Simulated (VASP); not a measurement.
# Ga2O3 (C2/m) in VASP: single point with PBE

Aim: the single point of Ga2O3 with PBE.

Everything below comes from runs of VASP 6.6.1. Logs are shortened: lines on timing, memory, paths and dates and some standing lists are left out, and cuts for length are marked.

**1. The cell of the first run**

It takes space group C2/m (No. 12, monoclinic). Conventional cell: a = 12.198 Å, b = 3.021 Å, c = 5.757 Å, α = 90.00°, β = 103.70°, γ = 90.00°. Within 2.4 Å of Ga (site symmetry m) lie 4 O at 1.82 to 1.86 Å. Ga (site symmetry m) has 6 O at 1.93 to 2.06 Å within 2.6 Å. Within 2.4 Å of O (site symmetry m) lie 3 Ga at 1.82 to 1.93 Å. O (site symmetry m) has 4 Ga at 1.86 to 2.06 Å within 2.5 Å. Within 2.4 Å of O (site symmetry m) lie 3 Ga at 1.82 to 1.93 Å.

**2. Single point, PBE (volume changed by -6%)**

File INCAR:

```
SYSTEM = Ga2O3
ALGO = Normal
EDIFF = 1E-6
ENCUT = 520
GGA = PE
ISIF = 2
ISMEAR = 0
LASPH = .True.
LCHARG = .False.
LREAL = .False.
LWAVE = .False.
NBANDS = 55
NELM = 60
PREC = Accurate
SIGMA = 0.01
```

File KPOINTS:

```
k-points
0
Gamma
  8 8 4
  0 0 0
```

File POSCAR:

```
Ga2O3
1.0
    6.0990271236     -1.5102983215      0.0109874769
    6.0990271236      1.5102983215      0.0109874769
   -1.3740501520      0.0000000000      5.5910167803
Ga O
4 6
Direct
    0.0899373068      0.0899373068      0.7947196860
    0.9100626932      0.9100626932      0.2052803140
    0.6585045080      0.6585045080      0.3141213881
    0.3414954920      0.3414954920      0.6858786119
    0.1635405122      0.1635405122      0.1091761198
    0.8364594878      0.8364594878      0.8908238802
    0.1736928845      0.1736928845      0.5643127242
    0.8263071155      0.8263071155      0.4356872758
    0.4960120213      0.4960120213      0.2566442850
    0.5039879787      0.5039879787      0.7433557150
```

Potentials or basis: VASP PAW PBE potentials, release 64 (Ga_d, O).

Run with:

```sh
$ cat potpaw_PBE.64/Ga_d/POTCAR potpaw_PBE.64/O/POTCAR > POTCAR
$ mpirun -np 1 vasp_std > vasp.out
```

OUTCAR:

```text
SYSTEM = Ga2O3
   EDIFF = 1E-6
   ENCUT = 520
   GGA = PE
   ISIF = 2
   ISMEAR = 0
   LASPH = .True.
   LREAL = .False.
   NELM = 60
   PREC = Accurate

 ion  position               nearest neighbor table
   1  0.090  0.090  0.795-   5 1.82  10 1.82  10 1.82   7 1.86
   2  0.910  0.910  0.205-   6 1.82   9 1.82   9 1.82   8 1.86
   3  0.659  0.659  0.314-   5 1.93   5 1.93   9 1.93   8 2.00   7 2.06   7 2.06
   4  0.341  0.341  0.686-   6 1.93   6 1.93  10 1.93   7 2.00   8 2.06   8 2.06
   5  0.164  0.164  0.109-   1 1.82   3 1.93   3 1.93
   6  0.836  0.836  0.891-   2 1.82   4 1.93   4 1.93
   7  0.174  0.174  0.564-   1 1.86   4 2.00   3 2.06   3 2.06
   8  0.826  0.826  0.436-   2 1.86   3 2.00   4 2.06   4 2.06
   9  0.496  0.496  0.257-   2 1.82   2 1.82   3 1.93
  10  0.504  0.504  0.743-   1 1.82   1 1.82   4 1.93

  LATTYP: Found a base centered monoclinic cell.
 ALAT       =    12.1980740413
 B/A-ratio  =     0.2476289808
 C/A-ratio  =     0.4719913174
 COS(beta)  =    -0.2369088814

  Lattice vectors:

 A1 = (   6.0990271236,  -1.5102983215,   0.0109874769)
 A2 = (   6.0990271236,   1.5102983215,   0.0109874769)
 A3 = (  -1.3740501520,   0.0000000000,   5.5910167803)

Analysis of symmetry for initial positions (statically):
=====================================================================
 Subroutine PRICEL returns:
 Original cell was already a primitive cell.

 Routine SETGRP: Setting up the symmetry group for a
 base centered monoclinic supercell.

 Subroutine GETGRP returns: Found  4 space group operations
 (whereof  4 operations were pure point group operations)
 out of a pool of  4 trial point group operations.

The static configuration has the point symmetry C_2h.

Analysis of symmetry for dynamics (positions and initial velocities):
=====================================================================
 Subroutine PRICEL returns:
 Original cell was already a primitive cell.

 Routine SETGRP: Setting up the symmetry group for a
 base centered monoclinic supercell.

 Subroutine GETGRP returns: Found  4 space group operations
 (whereof  4 operations were pure point group operations)
 out of a pool of  4 trial point group operations.

The dynamic configuration has the point symmetry C_2h.

 Subroutine INISYM returns: Found  4 space group operations
 (whereof  4 operations are pure point group operations),
 and found     1 'primitive' translations

----------------------------------------------------------------------------------------

                                     Primitive cell

  volume of cell :     103.0472

  direct lattice vectors                    reciprocal lattice vectors
     6.099027124 -1.510298322  0.010987477     0.081944008 -0.331060422  0.020138587
     6.099027124  1.510298322  0.010987477     0.081944008  0.331060422  0.020138587
    -1.374050152  0.000000000  5.591016780    -0.000322073  0.000000000  0.178779191

  length of vectors
     6.283251833  6.283251833  5.757385036     0.341645117  0.341645117  0.178779481

  position of ions in fractional coordinates (direct lattice)
     0.089937307  0.089937307  0.794719686
     0.910062693  0.910062693  0.205280314
     0.658504508  0.658504508  0.314121388
     0.341495492  0.341495492  0.685878612
     0.163540512  0.163540512  0.109176120
     0.836459488  0.836459488  0.890823880
     0.173692884  0.173692884  0.564312724
     0.826307116  0.826307116  0.435687276
     0.496012021  0.496012021  0.256644285
     0.503987979  0.503987979  0.743355715

  ion indices of the primitive-cell ions
   primitive index   ion index
                 1           1
                 2           2
                 3           3
                 4           4
                 5           5
                 6           6
                 7           7
                 8           8
                 9           9
                10          10

----------------------------------------------------------------------------------------

 KPOINTS: k-points

Automatic generation of k-mesh.
 Grid dimensions read from file:
 generate k-points for:    8    8    4

 Generating k-lattice:

  Cartesian coordinates                     Fractional coordinates (reciprocal lattice)
     0.010243001 -0.041382553  0.002517323     0.125000000 -0.000000000  0.000000000
     0.010243001  0.041382553  0.002517323    -0.000000000  0.125000000  0.000000000
    -0.000080518  0.000000000  0.044694798     0.000000000  0.000000000  0.250000000

  Length of vectors
     0.042705640  0.042705640  0.044694870

  Shift w.r.t. Gamma in fractional coordinates (k-lattice)
     0.000000000  0.000000000  0.000000000

 Subroutine IBZKPT returns following result:
 ===========================================

 Found     78 irreducible k-points:

 Following reciprocal coordinates:
            Coordinates               Weight
  0.000000  0.000000  0.000000      1.000000
  0.125000 -0.000000  0.000000      4.000000
  0.250000 -0.000000  0.000000      4.000000
  0.375000 -0.000000  0.000000      4.000000
  0.500000 -0.000000  0.000000      2.000000
  0.125000  0.125000  0.000000      2.000000
[... 16 lines left out ...]
  0.125000 -0.000000  0.250000      4.000000
  0.250000 -0.000000  0.250000      4.000000
 [... further k-points ...]
   k-points           NKPTS =     78   k-points in BZ     NKDIM =     78   number of bands    NBANDS=     55
   number of dos      NEDOS =    301   number of ions     NIONS =     10
   total plane-waves  NPLWV = 110592
   dimension x,y,z NGX =    48 NGY =   48 NGZ =   48
   dimension x,y,z NGXF=    96 NGYF=   96 NGZF=   96
   ions per type =               4   6
   NGX,Y,Z   is equivalent  to a cutoff of  12.70, 12.70, 13.86 a.u.
   NGXF,Y,Z  is equivalent  to a cutoff of  25.40, 25.40, 27.72 a.u.
 SYSTEM =  Ga2O3
   PREC   = accura    normal or accurate (medium, high low for compatibility)
   ISTART =      0    job   : 0-new  1-cont  2-samecut
   ICHARG =      2    charge: 1-file 2-atom 10-const
   ISPIN  =      1    spin polarized calculation?
   LNONCOLLINEAR =      F non collinear calculations
   LSORBIT =      F    spin-orbit coupling
   LASPH  =      T    aspherical Exc in radial PAW
   ENCUT  =  520.0 eV  38.22 Ry    6.18 a.u.  11.68 11.68 10.70*2*pi/ulx,y,z
   NELM   =     60;   NELMIN=  2; NELMDL= -5     # of ELM steps
   EDIFF  = 0.1E-05   stopping-criterion for ELM
   LREAL  =      F    real-space projection
   EDIFFG = 0.1E-04   stopping-criterion for IOM
   NSW    =      0    number of steps for IOM
   IBRION =     -1    ionic relax: 0-MD 1-quasi-New 2-CG
   NFREE  =      0    steps in history (QN), initial steepest desc. (CG)
   ISIF   =      2    stress and relaxation
   ISYM   =      2    0-nonsym 1-usesym 2-fastsym
   POTIM  = 0.5000    time-step for ionic-motion
   TEBEG  =    0.0;   TEEND  =   0.0 temperature during run
   PSTRESS=    0.0 pullay stress
   NELECT =      88.0000    total number of electrons
   NUPDOWN=      -1.0000    fix difference up-down
   EMIN   =  10.00;   EMAX   =-10.00  energy-range for DOS
   EFERMI =   0.00;   METHOD = LEGACY
   ISMEAR =     0;   SIGMA  =   0.01  broadening in eV -4-tet -1-fermi 0-gaus
   EFERMI_NEDOS =   21; number of points for ismear=-14 and -15
   IALGO  =     38    algorithm
   IMIX   =      4    mixing-type and parameters
     AMIX     =   0.40;   BMIX     =  1.00
     AMIX_MAG =   1.60;   BMIX_MAG =  1.00
  volume/ion in A,a.u.               =      10.30        69.54
  Fermi-wavevector in a.u.,A,eV,Ry     =   1.553187  2.935097 32.822536  2.412388
  Thomas-Fermi vector in A             =   2.657454
   LORBIT       =      0    0 simple, 1 ext, 2 COOP (PROOUT), +10 PAW based schemes
   GGA     = PE    functional components
   LHFCALC =     F    Hartree Fock is set to
   AEXX    =    0.0000 exact exchange contribution
   IVDW    =     0    specifies the selected vdW correction
   LEPSILON=     F    determine dielectric tensor
   LRPA    =     F    only Hartree local field effects (RPA)
 non-spin polarized calculation
 Gauss-broadening in eV      SIGMA  =   0.01
  energy-cutoff  :      520.00
  volume of cell :      103.05
 maximum number of plane-waves:      2806
   NGX = 23   NGY = 23   NGZ = 21

 number of electron      88.0000015 magnetization

 Free energy of the ion-electron system (eV)
  ---------------------------------------------------
  ext. energy  EPLUGINS =         0.00000000
  ---------------------------------------------------
  free energy    TOTEN  =       -59.39165335 eV

  energy without entropy =      -59.39165335  energy(sigma->0) =      -59.39165335

 E-fermi :   4.0715     XC(G=0): -11.7141

 val. band max:        4.0175692937   @ k =   0.5000   0.3750   0.5000
 cond. band min:       6.5821662263   @ k =   0.0000   0.0000   0.0000
 fundamental gap:      2.5645969326
 Fermi energy:         4.0714525794

 k-point     1 :       0.0000    0.0000    0.0000
  band No.  band energies     occupation
      1     -15.0245      2.00000
      2     -13.8292      2.00000
      3     -13.7979      2.00000
      4     -13.6858      2.00000
      5     -13.1900      2.00000
      6     -13.1894      2.00000
[... 47 lines left out ...]
     54      16.5765      0.00000
     55      16.8319      0.00000

 k-point     2 :       0.1250   -0.0000    0.0000
  band No.  band energies     occupation
      1     -14.8995      2.00000
      2     -13.8043      2.00000
      3     -13.7774      2.00000
      4     -13.5969      2.00000
      5     -13.1949      2.00000
      6     -13.1898      2.00000
[... 47 lines left out ...]
     54      15.6936      0.00000
     55      15.8751      0.00000

 k-point     3 :       0.2500   -0.0000    0.0000
  band No.  band energies     occupation
      1     -14.5614      2.00000
      2     -13.7521      2.00000
      3     -13.6607      2.00000
      4     -13.4632      2.00000
      5     -13.2034      2.00000
      6     -13.1913      2.00000
[... 1152 lines left out ...]
 k-point    23 :       0.1250   -0.0000    0.2500
  band No.  band energies     occupation
      1     -14.7772      2.00000
      2     -14.0095      2.00000
      3     -13.8019      2.00000
      4     -13.5013      2.00000
      5     -13.2551      2.00000
      6     -13.1530      2.00000
[... 47 lines left out ...]
     54      15.8751      0.00000
     55      16.3708      0.00000

 k-point    24 :       0.2500   -0.0000    0.2500
  band No.  band energies     occupation
      1     -14.4469      2.00000
      2     -13.8729      2.00000
      3     -13.7051      2.00000
      4     -13.4110      2.00000
      5     -13.2545      2.00000
      6     -13.1663      2.00000
[... 47 lines left out ...]
     54      14.9858      0.00000
     55      16.2602      0.00000

 [... further k-points ...]
[... 5 lines left out ...]
  --------------------------------------------------------------------------------------
  -------------------------------------------------------------------------------------
  Total        8.0729167      9.3691952      8.5760705      0.0000000      0.0000000      0.1678279
  in kB      125.5176278    145.6721521    133.3406574      0.0000000      0.0000000      2.6093862
  external PRESSURE =     134.8434791 kB  Pullay stress =       0.0000000 kB

 VOLUME and BASIS-vectors are now :
 -----------------------------------------------------------------------------
  energy-cutoff  :      520.00
  volume of cell :      103.05
      direct lattice vectors                 reciprocal lattice vectors
     6.099027124 -1.510298322  0.010987477     0.081944008 -0.331060422  0.020138587
     6.099027124  1.510298322  0.010987477     0.081944008  0.331060422  0.020138587
    -1.374050152  0.000000000  5.591016780    -0.000322073  0.000000000  0.178779191

 POSITION                                       TOTAL-FORCE (eV/Angst)
 -----------------------------------------------------------------------------------
      0.00508      0.00000      4.44527         0.174035      0.000000     -0.035981
     10.81893      0.00000      1.16772        -0.174035      0.000000      0.035981
      7.60086      0.00000      1.77073        -0.018337      0.000000      0.124083
      3.22315      0.00000      3.84226         0.018337      0.000000     -0.124083
      1.84486      0.00000      0.61400         0.348245      0.000000     -0.008768
      8.97914      0.00000      4.99899        -0.348245      0.000000      0.008768
      1.34332      0.00000      3.15890        -0.057052      0.000000     -0.078890
      9.48068      0.00000      2.45409         0.057052      0.000000      0.078890
      5.69774      0.00000      1.44580         0.282968      0.000000      0.122813
      5.12626      0.00000      4.16719        -0.282968      0.000000     -0.122813
 -----------------------------------------------------------------------------------
    total drift:                               -0.000000     -0.000000     -0.000000

  FREE ENERGIE OF THE ION-ELECTRON SYSTEM (eV)
  ---------------------------------------------------
  free  energy   TOTEN  =       -59.3916533468 eV

  energy  without entropy=      -59.3916533468  energy(sigma->0) =      -59.39165335
```

Run time: 11 min. Hardware: 1 thread of AMD EPYC 7R13 (Zen 3), shared host; peak memory 0.49 GiB.

Results:

```yaml
Free_energy: -59.3917 eV
Pressure: 13.5 GPa
Largest_force: 0.348 eV/Å
Band_gap_on_the_k_mesh: 2.56 eV, indirect (the least direct gap lies 3.6 meV higher)
```

Forces on the atoms (eV/Å):
```
Ga   0.174  0.000 -0.036
Ga  -0.174  0.000  0.036
Ga  -0.018  0.000  0.124
Ga   0.018  0.000 -0.124
O    0.348  0.000 -0.009
O   -0.348  0.000  0.009
O   -0.057  0.000 -0.079
O    0.057  0.000  0.079
O    0.283  0.000  0.123
O   -0.283  0.000 -0.123
```

 A k mesh can miss the band edges.
